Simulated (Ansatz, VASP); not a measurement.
Two plane-wave programs on Al

```
CELL_PARAMETERS angstrom
-1.57432 1.57432 1.61751
1.57432 -1.57432 1.61751
3.14865 3.14865 0.00000
ATOMIC_POSITIONS crystal
Al 0.09770 0.90230 0.00000
Al 0.40230 0.59770 0.50000
```

Change from the starting cell: mode 1 frozen in at -0.447 Å, equal normal strain along x and y -0.0267.

Alike in both runs: task single point; functional PBE; k mesh 20 × 20 × 12; occupations gaussian, width 0.15 eV; no spin polarisation.

|  | VASP | Ansatz |
| --- | --- | --- |
| version | VASP 6.6.1 | Ansatz 0.2.0 |
| potentials or method | VASP PAW PBE potentials, release 64 (Al), cutoff 520 eV | scalar-relativistic, plane waves, PAW |
| valence electrons in the cell | 6 | 6 |

```tsv
	VASP	Ansatz	Ansatz less VASP
gap on the k mesh at the Fermi level (eV)	none	none	-
pressure (GPa)	6.8	6.8	+0.03
traceless stress, the component that is largest in VASP (GPa)	-5.74	-5.76	-0.023
rms of the force components (eV/Å)	0.311	0.312	+0.0007
```

Atom by atom the forces differ by 0.001 eV/Å (rms over components). A gap of «none» marks a metal or a gap that the smearing closes.
